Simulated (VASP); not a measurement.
# W (C2/c) in VASP: single point with RPBE

Aim: the single point of W with RPBE.

All numbers are computed with VASP 6.6.1; they aren't measurements. Logs are shortened: lines on timing, memory, paths and dates and some standing lists are left out, and cuts for length are marked.

### 1 The cell of the first run

The typed cell holds 2 atoms: a = 3.026 Å, b = 3.026 Å, c = 4.752 Å, α = 97.31°, β = 97.31°, γ = 126.88°.

### 2 Single point, RPBE

The input, INCAR:

```
SYSTEM = W
PREC     = Accurate       ! precision mode
ENCUT    = 520            ! plane-wave cutoff, eV
EDIFF    = 1E-6           ! SCF threshold, eV
ISMEAR   = -1             ! smearing method
SIGMA    = 0.1            ! smearing width, eV
LREAL    = .FALSE.        ! projectors in reciprocal space
LASPH    = .TRUE.         ! aspherical terms in the spheres
NELM     = 60             ! most SCF steps
ALGO     = Normal         ! electronic algorithm
ISIF     = 2              ! what is computed and relaxed
LWAVE    = .FALSE.        ! write WAVECAR
LCHARG   = .FALSE.        ! write CHGCAR
GGA      = RP             ! functional
ISYM     = 0            
NBANDS   = 21             ! bands
```

The input, KPOINTS:

```
regular mesh
0
G
  13 13 9
  0 0 0
```

The input, POSCAR:

```
W
1.0
   -1.9140021266      1.9141948310      1.3532681022
    1.9141948310     -1.9140021266      1.3532681022
    3.2208990239      3.2208990239     -1.3529151639
W
2
Direct
    0.0000415486      0.9999584514      1.0000000000
    0.7499584514      0.2500415486      0.5000000000
```

Potentials or basis: VASP PAW PBE potentials, release 64 (W_sv).

Started as:

```sh
> cat potpaw_PBE.64/W_sv/POTCAR > POTCAR
> mpirun -np 1 vasp_std > vasp.out
```

OUTCAR:

```text
SYSTEM = W
   PREC = Accurate
   ENCUT = 520
   EDIFF = 1E-6
   ISMEAR = -1
   LREAL = .FALSE.
   LASPH = .TRUE.
   NELM = 60
   ISIF = 2
   GGA = RP
   ISYM = 0

 ion  position               nearest neighbor table
   1  0.000  1.000  0.000-   2 2.73   2 2.73   2 2.73   2 2.73   2 3.34   2 3.34   2 3.34   2 3.34

   2  0.750  0.250  0.500-   1 2.73   1 2.73   1 2.73   1 2.73   1 3.34   1 3.34   1 3.34   1 3.34

IMPORTANT INFORMATION: All symmetrisations will be switched off!
NOSYMM: (Re-)initialisation of all symmetry stuff for point group C_1.

----------------------------------------------------------------------------------------

                                     Primitive cell

  volume of cell :      33.3732

  direct lattice vectors                    reciprocal lattice vectors
    -1.914002127  1.914194831  1.353268102    -0.053014273  0.208205307  0.369464887
     1.914194831 -1.914002127  1.353268102     0.208205307 -0.053014273  0.369464887
     3.220899024  3.220899024 -1.352915164     0.155231519  0.155231519 -0.000022105

  length of vectors
     3.026364246  3.026364246  4.751711322     0.427392403  0.427392403  0.219530520

  position of ions in fractional coordinates (direct lattice)
     0.000041549  0.999958451  1.000000000
     0.749958451  0.250041549  0.500000000

  ion indices of the primitive-cell ions
   primitive index   ion index
                 1           1
                 2           2

----------------------------------------------------------------------------------------

 KPOINTS: regular mesh

Automatic generation of k-mesh.
 Grid dimensions read from file:
 generate k-points for:   13   13    9

 Generating k-lattice:

  Cartesian coordinates                     Fractional coordinates (reciprocal lattice)
    -0.004078021  0.016015793  0.028420376     0.076923077  0.000000000 -0.000000000
     0.016015793 -0.004078021  0.028420376     0.000000000  0.076923077 -0.000000000
     0.017247947  0.017247947 -0.000002456    -0.000000000 -0.000000000  0.111111111

  Length of vectors
     0.032876339  0.032876339  0.024392280

  Shift w.r.t. Gamma in fractional coordinates (k-lattice)
     0.000000000  0.000000000  0.000000000

 Subroutine IBZKPT returns following result:
 ===========================================

 Found    761 irreducible k-points:

 Following reciprocal coordinates:
            Coordinates               Weight
  0.000000  0.000000  0.000000      1.000000
  0.076923 -0.000000  0.000000      2.000000
  0.000000 -0.076923  0.000000      2.000000
  0.153846  0.000000  0.000000      2.000000
 -0.000000 -0.153846  0.000000      2.000000
  0.230769  0.000000 -0.000000      2.000000
[... 16 lines left out ...]
  0.461538  0.076923  0.000000      2.000000
 -0.076923 -0.461538 -0.000000      2.000000
 [... further k-points ...]
   k-points           NKPTS =    761   k-points in BZ     NKDIM =    761   number of bands    NBANDS=     21
   number of dos      NEDOS =    301   number of ions     NIONS =      2
   total plane-waves  NPLWV =  20736
   dimension x,y,z NGX =    24 NGY =   24 NGZ =   36
   dimension x,y,z NGXF=    48 NGYF=   48 NGZF=   72
   ions per type =               2
   NGX,Y,Z   is equivalent  to a cutoff of  13.18, 13.18, 12.60 a.u.
   NGXF,Y,Z  is equivalent  to a cutoff of  26.37, 26.37, 25.19 a.u.
 SYSTEM =  W
   PREC   = accura    normal or accurate (medium, high low for compatibility)
   ISTART =      0    job   : 0-new  1-cont  2-samecut
   ICHARG =      2    charge: 1-file 2-atom 10-const
   ISPIN  =      1    spin polarized calculation?
   LNONCOLLINEAR =      F non collinear calculations
   LSORBIT =      F    spin-orbit coupling
   LASPH  =      T    aspherical Exc in radial PAW
   ENCUT  =  520.0 eV  38.22 Ry    6.18 a.u.   5.63  5.63  8.84*2*pi/ulx,y,z
   NELM   =     60;   NELMIN=  2; NELMDL= -5     # of ELM steps
   EDIFF  = 0.1E-05   stopping-criterion for ELM
   LREAL  =      F    real-space projection
   EDIFFG = 0.1E-04   stopping-criterion for IOM
   NSW    =      0    number of steps for IOM
   IBRION =     -1    ionic relax: 0-MD 1-quasi-New 2-CG
   NFREE  =      0    steps in history (QN), initial steepest desc. (CG)
   ISIF   =      2    stress and relaxation
   ISYM   =      0    0-nonsym 1-usesym 2-fastsym
   POTIM  = 0.5000    time-step for ionic-motion
   TEBEG  =    0.0;   TEEND  =   0.0 temperature during run
   PSTRESS=    0.0 pullay stress
   NELECT =      28.0000    total number of electrons
   NUPDOWN=      -1.0000    fix difference up-down
   EMIN   =  10.00;   EMAX   =-10.00  energy-range for DOS
   EFERMI =   0.00;   METHOD = LEGACY
   ISMEAR =    -1;   SIGMA  =   0.10  broadening in eV -4-tet -1-fermi 0-gaus
   EFERMI_NEDOS =   21; number of points for ismear=-14 and -15
   IALGO  =     38    algorithm
   IMIX   =      4    mixing-type and parameters
     AMIX     =   0.40;   BMIX     =  1.00
     AMIX_MAG =   1.60;   BMIX_MAG =  1.00
  volume/ion in A,a.u.               =      16.69       112.61
  Fermi-wavevector in a.u.,A,eV,Ry     =   1.544050  2.917832 32.437531  2.384091
  Thomas-Fermi vector in A             =   2.649626
   LORBIT       =      0    0 simple, 1 ext, 2 COOP (PROOUT), +10 PAW based schemes
   GGA     = RP    functional components
   LHFCALC =     F    Hartree Fock is set to
   AEXX    =    0.0000 exact exchange contribution
   IVDW    =     0    specifies the selected vdW correction
   LEPSILON=     F    determine dielectric tensor
   LRPA    =     F    only Hartree local field effects (RPA)
 non-spin polarized calculation
  energy-cutoff  :      520.00
  volume of cell :       33.37
 maximum number of plane-waves:       913
   NGX = 11   NGY = 11   NGZ = 17

 number of electron      27.9999999 magnetization

 Free energy of the ion-electron system (eV)
  ---------------------------------------------------
  ext. energy  EPLUGINS =         0.00000000
  ---------------------------------------------------
  free energy    TOTEN  =       -24.25223227 eV

  energy without entropy =      -24.21522793  energy(sigma->0) =      -24.23373010

 E-fermi :  10.4923     XC(G=0): -13.2774

 val. band max:       10.4910324165   @ k =  -0.1538  -0.1538   0.4444
 cond. band min:      10.4924021366   @ k =   0.0000   0.0000   0.3333
 fundamental gap:      0.0013697201
 Fermi energy:        10.4922785730

 k-point     1 :       0.0000    0.0000    0.0000
  band No.  band energies     occupation
      1     -63.4289      2.00000
      2     -63.3019      2.00000
      3     -28.2078      2.00000
      4     -27.4629      2.00000
      5     -27.1538      2.00000
      6     -27.0393      2.00000
[... 13 lines left out ...]
     20      15.5802      0.00000
     21      21.0145      0.00000

 k-point     2 :       0.0769   -0.0000    0.0000
  band No.  band energies     occupation
      1     -63.4226      2.00000
      2     -63.2988      2.00000
      3     -28.1859      2.00000
      4     -27.4709      2.00000
      5     -27.1702      2.00000
      6     -27.0979      2.00000
[... 13 lines left out ...]
     20      15.6853      0.00000
     21      20.9190      0.00000

 k-point     3 :       0.0000   -0.0769    0.0000
  band No.  band energies     occupation
      1     -63.4226      2.00000
      2     -63.2988      2.00000
      3     -28.1859      2.00000
      4     -27.4709      2.00000
      5     -27.1702      2.00000
      6     -27.0979      2.00000
[... 13 lines left out ...]
     20      15.6853      0.00000
     21      20.9190      0.00000

 k-point     4 :       0.1538    0.0000    0.0000
  band No.  band energies     occupation
      1     -63.4049      2.00000
      2     -63.2901      2.00000
      3     -28.1255      2.00000
      4     -27.4961      2.00000
      5     -27.2942      2.00000
      6     -27.2577      2.00000
[... 13 lines left out ...]
     20      16.4125      0.00000
     21      20.8113      0.00000

 k-point     5 :      -0.0000   -0.1538    0.0000
  band No.  band energies     occupation
      1     -63.4049      2.00000
      2     -63.2901      2.00000
      3     -28.1255      2.00000
      4     -27.4961      2.00000
      5     -27.2942      2.00000
      6     -27.2577      2.00000
[... 13 lines left out ...]
     20      16.4125      0.00000
     21      20.8113      0.00000

 k-point     6 :       0.2308    0.0000   -0.0000
  band No.  band energies     occupation
      1     -63.3792      2.00000
      2     -63.2783      2.00000
      3     -28.0437      2.00000
      4     -27.5930      2.00000
      5     -27.4883      2.00000
      6     -27.4474      2.00000
[... 13 lines left out ...]
     20      17.2893      0.00000
     21      21.0132      0.00000

 k-point     7 :       0.0000   -0.2308    0.0000
  band No.  band energies     occupation
      1     -63.3792      2.00000
      2     -63.2783      2.00000
      3     -28.0437      2.00000
      4     -27.5930      2.00000
      5     -27.4883      2.00000
      6     -27.4474      2.00000
[... 13 lines left out ...]
     20      17.2893      0.00000
     21      21.0132      0.00000
[... 291 lines left out ...]
      1     -63.3321      2.00000
      2     -63.2569      2.00000
      3     -28.0150      2.00000
      4     -27.9761      2.00000
      5     -27.7823      2.00000
      6     -27.5031      2.00000
[... 13 lines left out ...]
     20      17.5396      0.00000
     21      22.1262      0.00000

 k-point    21 :       0.3846    0.0769    0.0000
  band No.  band energies     occupation
      1     -63.3140      2.00000
      2     -63.2534      2.00000
      3     -28.1377      2.00000
      4     -28.0570      2.00000
      5     -27.7600      2.00000
      6     -27.4959      2.00000
[... 13 lines left out ...]
     20      17.7737      0.00000
     21      20.6136      0.00000

 k-point    22 :      -0.0769   -0.3846   -0.0000
  band No.  band energies     occupation
      1     -63.3140      2.00000
      2     -63.2534      2.00000
      3     -28.1377      2.00000
      4     -28.0570      2.00000
      5     -27.7600      2.00000
      6     -27.4959      2.00000
[... 13 lines left out ...]
     20      17.7737      0.00000
     21      20.6136      0.00000

 k-point    23 :       0.4615    0.0769    0.0000
  band No.  band energies     occupation
      1     -63.3088      2.00000
      2     -63.2551      2.00000
      3     -28.1588      2.00000
      4     -28.0661      2.00000
      5     -27.7433      2.00000
      6     -27.4612      2.00000
[... 13 lines left out ...]
     20      17.8001      0.00000
     21      20.0246      0.00000

 k-point    24 :      -0.0769   -0.4615   -0.0000
  band No.  band energies     occupation
      1     -63.3088      2.00000
      2     -63.2551      2.00000
      3     -28.1588      2.00000
      4     -28.0661      2.00000
      5     -27.7433      2.00000
      6     -27.4612      2.00000
[... 13 lines left out ...]
     20      17.8001      0.00000
     21      20.0246      0.00000

 [... further k-points ...]

------------------------ aborting loop because EDIFF is reached ----------------------------------------

  FORCE on cell =-STRESS in cart. coord.  units (eV):
  Direction    XX          YY          ZZ          XY          YZ          ZX
  --------------------------------------------------------------------------------------
  -------------------------------------------------------------------------------------
  Total        0.0684932      0.0684873      0.0917267      0.0188320     -0.0003066     -0.0003090
  in kB        3.2882113      3.2879288      4.4036034      0.9040851     -0.0147212     -0.0148326
  external PRESSURE =       3.6599145 kB  Pullay stress =       0.0000000 kB

 VOLUME and BASIS-vectors are now :
 -----------------------------------------------------------------------------
  energy-cutoff  :      520.00
  volume of cell :       33.37
      direct lattice vectors                 reciprocal lattice vectors
    -1.914002127  1.914194831  1.353268102    -0.053014273  0.208205307  0.369464887
     1.914194831 -1.914002127  1.353268102     0.208205307 -0.053014273  0.369464887
     3.220899024  3.220899024 -1.352915164     0.155231519  0.155231519 -0.000022105

 POSITION                                       TOTAL-FORCE (eV/Angst)
 -----------------------------------------------------------------------------------
      1.91404     -1.91384      1.35327        -0.000033      0.000033     -0.000000
      0.65366      2.56744      0.67681         0.000033     -0.000033      0.000000
 -----------------------------------------------------------------------------------
    total drift:                               -0.000001     -0.000001     -0.000000

  FREE ENERGIE OF THE ION-ELECTRON SYSTEM (eV)
  ---------------------------------------------------
  free  energy   TOTEN  =       -24.2522322671 eV

  energy  without entropy=      -24.2152279275  energy(sigma->0) =      -24.23373010
```

Wall time 2.7 min (1 thread of Intel Xeon Platinum 8559C (Emerald Rapids), shared host); peak memory 0.49 GiB.

What came out:

| Property | Result |
| --- | --- |
| Free energy | -24.2522 eV |
| Pressure | 0.4 GPa |
| Band gap on the k mesh | zero (band 14 reaches 11.24 eV, above the bottom of band 15 at 10.03 eV) |

Stress tensor (GPa, compression positive):
```
0.33 0.09 0.00
0.09 0.33 0.00
0.00 0.00 0.44
```

Levels at points of the mesh, in eV from the Fermi level:
| k point | band 10 | band 11 | band 12 | band 13 | band 14 | band 15 | band 16 | band 17 | band 18 | band 19 |
| --- | --- | --- | --- | --- | --- | --- | --- | --- | --- | --- |
| (0.00, 0.00, 0.00) | -5.55 | -2.21 | -1.89 | -0.65 | 0.74 | 0.79 | 1.20 | 1.28 | 2.83 | 2.89 |

Caveat: the PAW data sets were made with another functional, which shifts forces and pressure a little; spin-orbit coupling is left out, which moves the levels of the heavy elements.
